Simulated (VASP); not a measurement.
Runs of VASP 6.6.1 on ScTaN. The structure is that of space group P-3m1 (No. 164), or close to it. The cells are those of the table. 

```tsv
task	level	potentials or basis	cell	k mesh	cutoff (eV)	smearing	gap on the mesh (eV)	pressure (GPa)	relaxed volume (Å³/atom)	largest force (eV/Å)
relaxation of cell and atoms	PBEsol+D3(BJ)	VASP PAW PBE potentials, release 64 (Ta_pv, Sc_sv, N)	relaxed from a = 3.085, b = 3.085, c = 10.340 Å, angles 90.0, 90.0, 120.0°, 6 atoms	10 × 10 × 3	600	fermi-dirac 0.05 eV	none	0.0	13.39	-
relaxation of cell and atoms	PBEsol	VASP PAW PBE potentials, release 64 (Ta_pv, Sc_sv, N)	relaxed from a = 3.085, b = 3.085, c = 10.340 Å, angles 90.0, 90.0, 120.0°, 6 atoms	10 × 10 × 3	600	fermi-dirac 0.05 eV	none	0.0	(a)	0.01
single point	PBEsol+D4	VASP PAW PBE potentials, release 64 (Ta_pv, Sc_sv, N)	a = 3.042, b = 3.042, c = 10.170 Å, angles 90.0, 90.0, 120.0°, 6 atoms	10 × 10 × 3	520	fermi-dirac 0.05 eV	none	0.6	-	0.04
single point	PBE	VASP PAW PBE potentials, release 64 (Ta_pv, Sc_sv, N)	a = 3.085, b = 3.085, c = 10.340 Å, angles 90.0, 90.0, 120.0°, 6 atoms	10 × 10 × 3	520	fermi-dirac 0.05 eV	none	0.0	-	0.01
single point	PBE	VASP PAW PBE potentials, release 64 (Ta_pv, Sc_sv, N)	a = 3.085, b = 3.085, c = 10.340 Å, angles 90.0, 90.0, 120.0°, 6 atoms	8 × 8 × 3	520	methfessel-paxton 0.01 eV	none	-0.2	-	0.06
single point	PBEsol+D3(BJ)	VASP PAW PBE potentials, release 64 (Ta_pv, Sc_sv, N)	a = 3.030, b = 3.030, c = 10.128 Å, angles 90.0, 90.0, 120.0°, 6 atoms	10 × 10 × 3	520	fermi-dirac 0.05 eV	none	-0.4	-	0.05
single point	PBEsol+D3(BJ)	VASP PAW PBE potentials, release 64 (Ta_pv, Sc_sv, N)	a = 3.025, b = 3.025, c = 10.111 Å, angles 90.0, 90.0, 120.0°, 6 atoms	10 × 10 × 3	520	fermi-dirac 0.05 eV	none	0.6	-	0.05
relaxation of cell and atoms	PBEsol+D4	VASP PAW PBE potentials, release 64 (Ta_pv, Sc_sv, N)	relaxed from a = 3.085, b = 3.085, c = 10.340 Å, angles 90.0, 90.0, 120.0°, 6 atoms	10 × 10 × 3	600	fermi-dirac 0.05 eV	none	0.0	13.62	0.01
single point	PBE	VASP PAW PBE potentials, release 64 (Ta_pv, Sc_sv, N)	a = 3.085, b = 3.085, c = 10.340 Å, angles 90.0, 90.0, 120.0°, 6 atoms	8 × 8 × 3	520	methfessel-paxton 0.005 eV	none	-0.2	-	0.06
single point	PBEsol	VASP PAW PBE potentials, release 64 (Ta_pv, Sc_sv, N)	a = 3.053, b = 3.053, c = 10.211 Å, angles 90.0, 90.0, 120.0°, 6 atoms	10 × 10 × 3	520	fermi-dirac 0.05 eV	none	0.5	-	0.04
single point	LDA	VASP PAW LDA potentials, release 64 (Ta_pv, Sc_sv, N)	a = 3.029, b = 3.029, c = 10.121 Å, angles 90.0, 90.0, 120.0°, 6 atoms	10 × 10 × 3	520	fermi-dirac 0.05 eV	none	1.1	-	(b)
single point	PBE	VASP PAW PBE potentials, release 64 (Ta_pv, Sc_sv, N)	a = 3.084, b = 3.084, c = 10.320 Å, angles 90.0, 90.0, 120.0°, 6 atoms	10 × 10 × 3	520	fermi-dirac 0.05 eV	none	0.5	-	0.04
```

Alike in all rows: no spin polarisation.

Problem. Fill in the values left out.

Solution. (a) 13.77; (b) 0.07.

Caveats: spin-orbit coupling is left out, which moves the levels of the heavy elements; the PAW data sets were made with another functional, which shifts forces and pressure a little (some runs); pairwise dispersion overbinds metals, which lowers pressure and volume (some runs); three body term missing (some runs).

A k mesh can miss the band edges, and the runs leave out spin-orbit coupling on Ta.

A gap of «none» marks levels without a gap at the run's occupations.
